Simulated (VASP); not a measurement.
Crystal: Os.

```
Os
1.0
     2.73410    0.00000    0.00000
    -1.36705    2.36780    0.00000
     0.00000    0.00000    4.31970
Os
2
Direct
  0.66667 0.33333 0.75000
  0.33333 0.66667 0.25000
```

Base run:

- Program: VASP 6.6.1
- Functional: RPBE
- Potentials or basis: VASP PAW PBE potentials, release 64 (Os)
- Cutoff: 520 eV
- k mesh: 11 × 11 × 6
- Occupations: fermi-dirac, width 0.05 eV
- Spin: no spin polarisation

Its results: band gap on the k mesh zero (bands 8 and 9 overlap by 3.89 eV); pressure 12.7 GPa.

Problem. The run is repeated on the same cell with these changes: functional from RPBE to B3LYP; k mesh from 11 × 11 × 6 to 6 × 6 × 3. What comes out?

Solution. Band gap on the k mesh zero (bands 8 and 9 overlap by 4.88 eV); pressure 16.2 GPa.

Several settings changed at once.

Caveats: some runs use coarse meshes; the PAW data sets were made with another functional, which shifts forces and pressure a little; spin-orbit coupling is left out, which moves the levels of the heavy elements; the cell stands under pressure (at least some runs).
